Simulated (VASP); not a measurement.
Runs of VASP 6.6.1 on BN. It takes space group P6_3mc (No. 186, hexagonal). Conventional cell: a = 2.536 Å, b = 2.536 Å, c = 4.199 Å, α = 90.00°, β = 90.00°, γ = 120.00°. Within 2.1 Å of B (site symmetry 3m) lie 4 N at 1.56 to 1.57 Å. N (site symmetry 3m) has 4 B at 1.56 to 1.57 Å within 2.1 Å. 

| k mesh | gap on the mesh (eV) | pressure (GPa) | largest force (eV/Å) |
| --- | --- | --- | --- |
| 6 × 6 × 4 | 5.20 | 8.0 | 0.05 |
| 12 × 12 × 8 | 5.20 | 8.0 | 0.06 |
| 3 × 3 × 2 | (a) | 9.9 | 0.18 |
| 12 × 12 × 4 | 5.20 | 8.0 | 0.06 |

Alike in all rows: task single point; level PBE; potentials or basis VASP PAW PBE potentials, release 64 (B, N); no spin polarisation; cell as given; cutoff (eV) 600; smearing gaussian 0.01 eV.

Task: Fill in the values left out.

Result: (a) 5.15.

Caveats: some runs use coarse meshes; the cell stands under pressure (at least some runs); an odd mesh through Γ misses points on the zone boundary, where band edges can lie (at least some runs).
